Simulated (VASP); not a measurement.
Set up this calculation in VASP 6.6.1, as the native input.

```
Task                   : single point
Functional             : r2SCAN
Potentials or basis    : VASP PAW PBE potentials, release 64 (Ca_sv)
Cutoff                 : 520 eV
k mesh                 : 12 × 12 × 6
Occupations            : fermi-dirac, width 0.1 eV
Spin                   : no spin polarisation
Dipole correction      : no
Further INCAR settings : ALGO = Normal; EDIFF = 1e-06; NBANDS = 17
```

Ca:

```
CELL_PARAMETERS angstrom
-2.60707 2.14723 1.91600
2.14723 -2.60707 1.91600
4.91166 4.91166 -2.75820
ATOMIC_POSITIONS crystal
Ca 0.95796 0.04204 0.00000
Ca 0.79204 0.20796 0.50000
```

This isn't the form of Ca at room conditions, which is fcc.

These files were run (other wordings do the same):

POSCAR

```
Ca
1.0
   -2.6070705717      2.1472310336      1.9160000425
    2.1472310336     -2.6070705717      1.9160000425
    4.9116559766      4.9116559766     -2.7581969987
Ca
2
Direct
    0.9579646699      0.0420353301      1.0000000000
    0.7920353301      0.2079646699      0.5000000000
```

INCAR.step1

```
SYSTEM = Ca
ALGO = Normal
EDIFF = 1E-4
ENCUT = 520
GGA = PE
ISMEAR = -1
LASPH = .True.
LCHARG = .False.
LREAL = .False.
LWAVE = .True.
NBANDS = 17
NELM = 80
PREC = Accurate
SIGMA = 0.1
```

INCAR.step2

```
SYSTEM = Ca
ALGO = Normal
EDIFF = 1E-6
ENCUT = 520
ISIF = 2
ISMEAR = -1
ISTART = 1
LASPH = .True.
LCHARG = .False.
LMIXTAU = .True.
LREAL = .False.
LWAVE = .False.
METAGGA = R2SCAN
NBANDS = 17
NELM = 80
PREC = Accurate
SIGMA = 0.1
```

KPOINTS

```
k-points
0
Gamma
  12 12 6
  0 0 0
```

Potentials or basis: VASP PAW PBE potentials, release 64 (Ca_sv).

Run with:

```bash
$ cat potpaw_PBE.64/Ca_sv/POTCAR > POTCAR
$ cp INCAR.step1 INCAR
$ mpirun -np 1 vasp_std > vasp.out
$ cp INCAR.step2 INCAR
$ mpirun -np 1 vasp_std > vasp.out
```

It gave:

| Property | Result |
| --- | --- |
| Pressure | 0.9 GPa |
| Band gap on the k mesh | zero (bands 10 and 11 overlap by 0.69 eV) |

Caveat: the PAW data sets were made with another functional, which shifts forces and pressure a little.

It took 9.3 min on 1 thread of Intel(R) Xeon(R) 6975P-C (Granite Rapids), on a shared host, peak memory 0.43 GiB.
